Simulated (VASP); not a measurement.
A run of VASP 6.6.1 is set up as follows.

INCAR

```
PREC = Accurate ; ENCUT = 600
EDIFF = 1E-7 ; ISMEAR = 0
SIGMA = 0.1 ; LREAL = F
LASPH = T ; NELM = 80
ALGO = Fast ; ISIF = 3
LWAVE = F ; LCHARG = F
GGA = PE ; IBRION = 2
NSW = 70 ; EDIFFG = -0.008
PSTRESS = 80.0
```

Contents of KPOINTS:

```
regular mesh
0
Gamma
  18 18 10
```

POSCAR

```
Ru
1.0
    2.6973838007      0.0000000000      0.0000000000
   -1.3486919004      2.3360028952      0.0000000000
    0.0000000000      0.0000000000      4.2628035697
Ru
2
Direct
    0.3333333333      0.6666666667      0.2500000000
    0.6666666667      0.3333333333      0.7500000000
```

Potentials or basis: VASP PAW PBE potentials, release 64 (Ru_pv).

Command:

```bash
$ cat potpaw_PBE.64/Ru_pv/POTCAR > POTCAR
$ mpirun -np 1 vasp_std > vasp.out
```

Predict the band gap on the k mesh.

zero (bands 14 and 15 overlap by 3.18 eV).

What does it give for the relaxed volume?

13.43 Å³/atom.

Estimate the space group after relaxing (to 0.1 Å).

P6_3/mmc (No. 194).

What does it give for the relaxed cell?

a = 2.697 Å, b = 2.697 Å, c = 4.265 Å, α = 90.00°, β = 90.00°, γ = 120.00°.

Final structure:
```xyz
2
Lattice="2.6970 0.0000 0.0000 -1.3485 2.3356 0.0000 0.0000 0.0000 4.2650" Properties=species:S:1:pos:R:3 pbc="T T T"
Ru    0.0000    1.5571    1.0663
Ru    1.3485    0.7785    3.1988
```

Caveat: the cell is relaxed towards a set pressure, so the run minimises the enthalpy, not the energy.
